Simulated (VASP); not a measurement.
Here is a VASP 6.6.1 calculation.

File INCAR:

```
SYSTEM = Ba
ALGO = Normal
EDIFF = 1E-6
ENCUT = 500
GGA = PE
GGA_COMPAT = .FALSE.
ISIF = 2
ISMEAR = 0
LASPH = .TRUE.
LCHARG = .FALSE.
LREAL = .FALSE.
LWAVE = .FALSE.
NBANDS = 11
NELM = 120
PREC = Accurate
SIGMA = 0.1
```

Contents of KPOINTS:

```
k-points
0
G
  6 6 6
  0 0 0
```

POSCAR

```
Ba
1.0
   -2.5000000000      2.5000000000      2.5000000000
    2.5000000000     -2.5000000000      2.5000000000
    2.5000000000      2.5000000000     -2.5000000000
Ba
1
Direct
    0.0000000000      0.0000000000      0.0000000000
```

Potentials or basis: VASP PAW PBE potentials, release 64 (Ba_sv).

The run is started by

```bash
$ cat potpaw_PBE.64/Ba_sv/POTCAR > POTCAR
$ mpirun -np 1 vasp_std > vasp.out
```

Task: Predict the pressure.

Result: 0.3 GPa.

Task: Estimate the band gap on the k mesh.

Result: Zero (bands 5 and 6 overlap by 0.66 eV).

Caveat: spin-orbit coupling is left out, which moves the levels of the heavy elements.
